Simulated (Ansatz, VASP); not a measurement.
Si: VASP beside Ansatz

INCAR

```
SYSTEM = Si
PREC     = Accurate       ! precision mode
ENCUT    = 520            ! plane-wave cutoff, eV
EDIFF    = 1E-6           ! SCF threshold, eV
ISMEAR   = -1             ! smearing method
SIGMA    = 0.05           ! smearing width, eV
LREAL    = .False.        ! projectors in reciprocal space
LASPH    = .True.         ! aspherical terms in the spheres
NELM     = 100            ! most SCF steps
ALGO     = Normal         ! electronic algorithm
ISIF     = 2              ! what is computed and relaxed
LWAVE    = .False.        ! write WAVECAR
LCHARG   = .False.        ! write CHGCAR
GGA      = PE             ! functional
NBANDS   = 11             ! bands
```

KPOINTS

```
regular mesh
0
Gamma
  16 16 16
  0 0 0
```

The input POSCAR:

```
Si
1.0
   -2.2510000000      2.3685000000      1.3005000000
    2.2510000000     -2.3685000000      1.3005000000
    2.2510000000      2.3685000000     -1.3005000000
Si
2
Direct
    0.8070000000      0.5570000000      0.2500000000
    0.1930000000      0.4430000000      0.7500000000
```

Input for Ansatz:

```yaml
crystal:
  lattice:
    - [-2.251, 2.3685, 1.3005]
    - [2.251, -2.3685, 1.3005]
    - [2.251, 2.3685, -1.3005]
  atoms:
    - { symbol: Si, position: [0.807, 0.557, 0.25] }
    - { symbol: Si, position: [0.193, 0.443, 0.75] }
kpoints:
  mp_grid: { grid: [16, 16, 16] }
  band_path:
    path:
      - [0.0, 0.0, 0.0]
      - [0.5, -0.5, 0.5]
      - [0.4758105458, -0.4758105458, 0.5241894542]
      - [-0.4758105458, 0.4758105458, 0.4758105458]
      - [0.0, 0.0, 0.0]
      - [0.3253726776, 0.3253726776, -0.3253726776]
      - [0.6746273224, -0.3253726776, 0.3253726776]
      - [0.5, -0.5, 0.5]
      - [0.0, 0.0, 0.0]
    npoints: 5
scf:
  occupations: { method: fermi_dirac, width: 0.05 }
hamiltonian:
  xc: pbe
  pseudopotentials: { kind: all_electron, lapw: { basis_error: 0.0005 } }
output:
  forces: true
  stress: true
  eigenvalues: true
```

Change from the starting cell: zz strain of +2 %.

Alike in both runs: task single point; functional PBE; k mesh 16 × 16 × 16; occupations fermi-dirac, width 0.05 eV; no spin polarisation.

```csv
,VASP,Ansatz
version,VASP 6.6.1,Ansatz 0.2.0
potentials or method,"VASP PAW PBE potentials, release 64 (Si), cutoff 520 eV","all-electron LAPW, scalar-relativistic"
```

```tsv
	VASP	Ansatz	Ansatz less VASP
pressure (GPa)	12.6	12.7	+0.08
traceless stress, the component that is largest in VASP (GPa)	3.41	3.41	+0.001
rms of the force components (eV/Å)	0.014	0.012	-0.0018
```

Atom by atom the forces differ by 0.002 eV/Å (rms over components). Ansatz ran all-electron here, and VASP with PAW potentials.
